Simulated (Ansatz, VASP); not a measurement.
# WC in VASP and in Ansatz

File POSCAR:

```
WC
1.0
    0.0000000000      2.1378669000      2.1926840000
    2.1378669000      0.0000000000      2.1926840000
    2.1378669000      2.1378669000      0.0000000000
W C
1 1
Direct
    0.0000000000      0.0000000000      0.0000000000
    0.5000000000      0.5000000000      0.5000000000
```

File INCAR.step1:

```
PREC     = Accurate       # precision mode
ENCUT    = 520            # plane-wave cutoff, eV
ISMEAR   = 0              # smearing method
SIGMA    = 0.15           # smearing width, eV
LREAL    = F              # projectors in reciprocal space
LASPH    = T              # aspherical terms in the spheres
NELM     = 80             # most SCF steps
NBANDS   = 16             # bands
GGA      = PE             # functional
ALGO     = Normal         # electronic algorithm
EDIFF    = 1E-4           # SCF threshold, eV
LWAVE    = T              # write WAVECAR
LCHARG   = F              # write CHGCAR
```

File INCAR.step2:

```
PREC     = Accurate       # precision mode
ENCUT    = 520            # plane-wave cutoff, eV
EDIFF    = 1E-6           # SCF threshold, eV
ISMEAR   = 0              # smearing method
SIGMA    = 0.15           # smearing width, eV
LREAL    = F              # projectors in reciprocal space
LASPH    = T              # aspherical terms in the spheres
NELM     = 80             # most SCF steps
ALGO     = Normal         # electronic algorithm
ISIF     = 2              # what is computed and relaxed
LWAVE    = F              # write WAVECAR
LCHARG   = F              # write CHGCAR
METAGGA  = R2SCAN         # meta-GGA
LMIXTAU  = T            
NBANDS   = 16             # bands
ISTART   = 1
```

KPOINTS

```
Automatic mesh
0
Gamma
  18 18 18
```

Input for Ansatz:

```yaml
crystal:
  lattice:
    - [0.0, 2.1378669, 2.192684]
    - [2.1378669, 0.0, 2.192684]
    - [2.1378669, 2.1378669, 0.0]
  atoms:
    - { symbol: W, position: [0.0, 0.0, 0.0] }
    - { symbol: C, position: [0.5, 0.5, 0.5] }
basis:
  ecutwfc: 500
kpoints:
  mp_grid: { grid: [18, 18, 18] }
hamiltonian:
  xc: r2scan
scf:
  occupations: { method: gaussian, width: 0.15 }
output:
  forces: true
  stress: true
  eigenvalues: true
```

Change from the starting cell: strain -0.025 along x and y, +0.000 along z, atoms carried along.

Alike in both runs: task single point; functional r2SCAN; k mesh 18 × 18 × 18; occupations gaussian, width 0.15 eV; no spin polarisation.

|  | VASP | Ansatz |
| --- | --- | --- |
| version | VASP 6.6.1 | Ansatz 0.2.0 |
| potentials or method | VASP PAW PBE potentials, release 64 (W_sv, C), cutoff 520 eV | scalar-relativistic, plane waves, PAW |
| valence electrons in the cell | 18 | 18 |

VASP gave:

* gap on the k mesh at the Fermi level (eV): none
* pressure (GPa): 17.6
* traceless stress, the component that is largest in VASP (GPa): -11.83

Problem. Estimate Ansatz's values.

Solution. gap on the k mesh at the Fermi level (eV): none; pressure (GPa): 15.7; traceless stress, the component that is largest in VASP (GPa): -11.81.

VASP's potentials were made for PBE, not for r2SCAN. A gap of «none» marks a metal or a gap that the smearing closes.

Neither program's run includes spin-orbit coupling.
